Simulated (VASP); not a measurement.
Crystal: W.

```
CELL_PARAMETERS angstrom
0.00000 2.03000 2.03000
2.03000 0.00000 2.03000
2.03000 2.03000 0.00000
ATOMIC_POSITIONS crystal
W 0.00000 0.00000 0.00000
```

| Quantity | Value |
| --- | --- |
| Program | VASP 6.6.1 |
| Task | relaxation of cell and atoms |
| Functional | PBE |
| Potentials or basis | VASP PAW PBE potentials, release 64 (W_sv) |
| Cutoff | 600 eV |
| k mesh | 11 × 11 × 11 |
| Occupations | fermi-dirac, width 0.05 eV |
| Spin | no spin polarisation |

At the start: pressure -4.3 GPa; volume 16.73 Å³/atom.

Q: Where does the relaxation end?

A: Over 3 steps the energy falls by 3.6 meV/atom and the volume is 16.48 Å³/atom (-1.5 %); space group Fm-3m (No. 225, to 0.05 Å).

The path:
```
step  energy change (eV)  largest force (eV/Å)  pressure (GPa)  volume (Å³)
   1              0.0000                0.0000           -4.33        16.73
   2              0.0368                0.0000           16.58        15.66
   3             -0.0036                0.0000           -0.08        16.48
```

Final structure:
```
W
1.0
     0.00000    2.01984    2.01984
     2.01984    0.00000    2.01984
     2.01984    2.01984    0.00000
W
1
Direct
  0.00000 0.00000 0.00000
```
